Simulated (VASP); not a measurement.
# Rh (Fm-3m) in VASP: single point with PBEsol

Aim: the single point of Rh with PBEsol.

All numbers are computed with VASP 6.6.1; they aren't measurements. Logs are shortened: lines on timing, memory, paths and dates and some standing lists are left out, and cuts for length are marked.

### Step 1. The cell of the first run

Symmetry: Fm-3m, No. 225, cubic system. Conventional cell: a = 3.780 Å, b = 3.780 Å, c = 3.780 Å, α = 90.00°, β = 90.00°, γ = 90.00°. Rh (site symmetry m-3m) has 12 Rh at 2.67 Å within 3.5 Å.

### Step 2. Single point, PBEsol

Contents of INCAR:

```
ALGO     = Normal         # electronic algorithm
EDIFF    = 1E-6           # SCF threshold, eV
ENCUT    = 500            # plane-wave cutoff, eV
GGA      = PS             # functional
GGA_COMPAT= F            
ISIF     = 2              # what is computed and relaxed
ISMEAR   = 0              # smearing method
LASPH    = T              # aspherical terms in the spheres
LCHARG   = F              # write CHGCAR
LREAL    = F              # projectors in reciprocal space
LWAVE    = F              # write WAVECAR
NBANDS   = 14             # bands
NELM     = 120            # most SCF steps
PREC     = Accurate       # precision mode
SIGMA    = 0.1            # smearing width, eV
```

Contents of KPOINTS:

```
k-points
0
Gamma
  6 6 6
```

Contents of POSCAR:

```
Rh
1.0
    0.0000000000      1.8900916028      1.8900916028
    1.8900916028      0.0000000000      1.8900916028
    1.8900916028      1.8900916028      0.0000000000
Rh
1
Direct
    0.0000000000      0.0000000000      0.0000000000
```

Potentials or basis: VASP PAW PBE potentials, release 64 (Rh_pv).

The run is started by

```sh
$ cat potpaw_PBE.64/Rh_pv/POTCAR > POTCAR
$ mpirun -np 1 vasp_std > vasp.out
```

OUTCAR:

```text
EDIFF = 1E-6
   ENCUT = 500
   GGA = PS
   ISIF = 2
   ISMEAR = 0
   LASPH = T
   LREAL = F
   NELM = 120
   PREC = Accurate

 ion  position               nearest neighbor table
   1  0.000  0.000  0.000-

  LATTYP: Found a face centered cubic cell.
 ALAT       =     3.7801832056

  Lattice vectors:

 A1 = (   0.0000000000,   1.8900916028,   1.8900916028)
 A2 = (   1.8900916028,   0.0000000000,   1.8900916028)
 A3 = (   1.8900916028,   1.8900916028,   0.0000000000)

Analysis of symmetry for initial positions (statically):
[... 5 lines left out ...]
 face centered cubic supercell.

 Subroutine GETGRP returns: Found 48 space group operations
 (whereof 48 operations were pure point group operations)
 out of a pool of 48 trial point group operations.

The static configuration has the point symmetry O_h .

Analysis of symmetry for dynamics (positions and initial velocities):
[... 5 lines left out ...]
 face centered cubic supercell.

 Subroutine GETGRP returns: Found 48 space group operations
 (whereof 48 operations were pure point group operations)
 out of a pool of 48 trial point group operations.

The dynamic configuration has the point symmetry O_h .

 Subroutine INISYM returns: Found 48 space group operations
 (whereof 48 operations are pure point group operations),
 and found     1 'primitive' translations

----------------------------------------------------------------------------------------

                                     Primitive cell

  volume of cell :      13.5045

  direct lattice vectors                    reciprocal lattice vectors
     0.000000000  1.890091603  1.890091603    -0.264537443  0.264537443  0.264537443
     1.890091603  0.000000000  1.890091603     0.264537443 -0.264537443  0.264537443
     1.890091603  1.890091603  0.000000000     0.264537443  0.264537443 -0.264537443

  length of vectors
     2.672993179  2.672993179  2.672993179     0.458192292  0.458192292  0.458192292

  position of ions in fractional coordinates (direct lattice)
     0.000000000  0.000000000  0.000000000

  ion indices of the primitive-cell ions
   primitive index   ion index
                 1           1

----------------------------------------------------------------------------------------

 KPOINTS: k-points

Automatic generation of k-mesh.
 Grid dimensions read from file:
 generate k-points for:    6    6    6

 Generating k-lattice:

  Cartesian coordinates                     Fractional coordinates (reciprocal lattice)
    -0.044089574  0.044089574  0.044089574     0.166666667  0.000000000  0.000000000
[... 58 lines left out ...]
   POTIM  = 0.5000    time-step for ionic-motion
   TEBEG  =    0.0;   TEEND  =   0.0 temperature during run
   PSTRESS=    0.0 pullay stress
   NELECT =      15.0000    total number of electrons
   NUPDOWN=      -1.0000    fix difference up-down
   EMIN   =  10.00;   EMAX   =-10.00  energy-range for DOS
   EFERMI =   0.00;   METHOD = LEGACY
   ISMEAR =     0;   SIGMA  =   0.10  broadening in eV -4-tet -1-fermi 0-gaus
   EFERMI_NEDOS =   21; number of points for ismear=-14 and -15
   IALGO  =     38    algorithm
   IMIX   =      4    mixing-type and parameters
     AMIX     =   0.40;   BMIX     =  1.00
     AMIX_MAG =   1.60;   BMIX_MAG =  1.00
  volume/ion in A,a.u.               =      13.50        91.13
  Fermi-wavevector in a.u.,A,eV,Ry     =   1.695427  3.203892 39.109570  2.874472
  Thomas-Fermi vector in A             =   2.776473
   LORBIT       =      0    0 simple, 1 ext, 2 COOP (PROOUT), +10 PAW based schemes
   GGA     = PS    functional components
   LHFCALC =     F    Hartree Fock is set to
   AEXX    =    0.0000 exact exchange contribution
   IVDW    =     0    specifies the selected vdW correction
   LEPSILON=     F    determine dielectric tensor
   LRPA    =     F    only Hartree local field effects (RPA)
 non-spin polarized calculation
 Gauss-broadening in eV      SIGMA  =   0.10
  energy-cutoff  :      500.00
  volume of cell :       13.50
 maximum number of plane-waves:       347
   NGX =  9   NGY =  9   NGZ =  9

 number of electron      15.0000007 magnetization

 Free energy of the ion-electron system (eV)
  ---------------------------------------------------
  ext. energy  EPLUGINS =         0.00000000
  ---------------------------------------------------
  free energy    TOTEN  =        -8.05791103 eV

  energy without entropy =       -8.04819190  energy(sigma->0) =       -8.05305147

 E-fermi :  11.9013     XC(G=0): -14.3350

 val. band max:       11.8458337962   @ k =   0.3333   0.0000   0.0000
 cond. band min:      11.9235764289   @ k =   0.3333   0.1667   0.0000
 fundamental gap:      0.0777426327
 Fermi energy:        11.9012680033

 k-point     1 :       0.0000    0.0000    0.0000
  band No.  band energies     occupation
      1     -34.2815      2.00000
      2     -34.2815      2.00000
      3     -34.2815      2.00000
      4       3.9000      2.00000
      5       8.9087      2.00000
      6       8.9087      2.00000
      7       8.9087      2.00000
      8      11.0672      2.00000
      9      11.0672      2.00000
     10      28.0190      0.00000
     11      32.3849      0.00000
     12      33.5520      0.00000
     13      33.5520      0.00000
     14      33.5520      0.00000
[... 241 lines left out ...]
      1     -34.9080      2.00000
      2     -34.6831      2.00000
      3     -34.5748      2.00000
      4       6.4681      2.00000
      5       6.9529      2.00000
      6       9.7695      2.00000
      7      11.3847      2.00000
      8      13.1188      0.00000
      9      19.3971      0.00000
     10      23.6494      0.00000
     11      23.7733      0.00000
     12      24.9963      0.00000
     13      32.3891      0.00000
     14      36.5363      0.00000

------------------------ aborting loop because EDIFF is reached ----------------------------------------

  FORCE on cell =-STRESS in cart. coord.  units (eV):
  Direction    XX          YY          ZZ          XY          YZ          ZX
  --------------------------------------------------------------------------------------
  -------------------------------------------------------------------------------------
  Total        0.1241206      0.1241206      0.1241206      0.0000000     -0.0000000     -0.0000000
  in kB       14.7257006     14.7257006     14.7257006      0.0000000     -0.0000000     -0.0000000
  external PRESSURE =      14.7257006 kB  Pullay stress =       0.0000000 kB

 VOLUME and BASIS-vectors are now :
 -----------------------------------------------------------------------------
  energy-cutoff  :      500.00
  volume of cell :       13.50
      direct lattice vectors                 reciprocal lattice vectors
     0.000000000  1.890091603  1.890091603    -0.264537443  0.264537443  0.264537443
     1.890091603  0.000000000  1.890091603     0.264537443 -0.264537443  0.264537443
     1.890091603  1.890091603  0.000000000     0.264537443  0.264537443 -0.264537443

 POSITION                                       TOTAL-FORCE (eV/Angst)
 -----------------------------------------------------------------------------------
      0.00000      0.00000      0.00000         0.000000      0.000000      0.000000
 -----------------------------------------------------------------------------------
    total drift:                               -0.000000     -0.000000     -0.000000

  FREE ENERGIE OF THE ION-ELECTRON SYSTEM (eV)
  ---------------------------------------------------
  free  energy   TOTEN  =        -8.0579110340 eV

  energy  without entropy=       -8.0481919026  energy(sigma->0) =       -8.05305147
```

Run time: 2.1 s. Hardware: 1 thread of AMD EPYC 9R45 (Zen 5), shared host; peak memory 0.09 GiB.

What came out:

```yaml
Free_energy: -8.0579 eV
Pressure: 1.5 GPa
```

Levels at points of the mesh, in eV from the Fermi level:
```csv
k point,band 5,band 6,band 7,band 8,band 9,band 10
"(0.00, 0.00, 0.00)",-2.99,-2.99,-2.99,-0.83,-0.83,16.12
"(0.50, 0.00, 0.00)",-3.08,-3.08,0.78,0.78,0.82,8.96
"(0.50, 0.50, 0.00)",-5.95,0.75,1.21,1.21,3.39,12.64
```

Caveat: the k points lie up to 0.48 Å⁻¹ apart; the PAW data sets were made with another functional, which shifts forces and pressure a little.
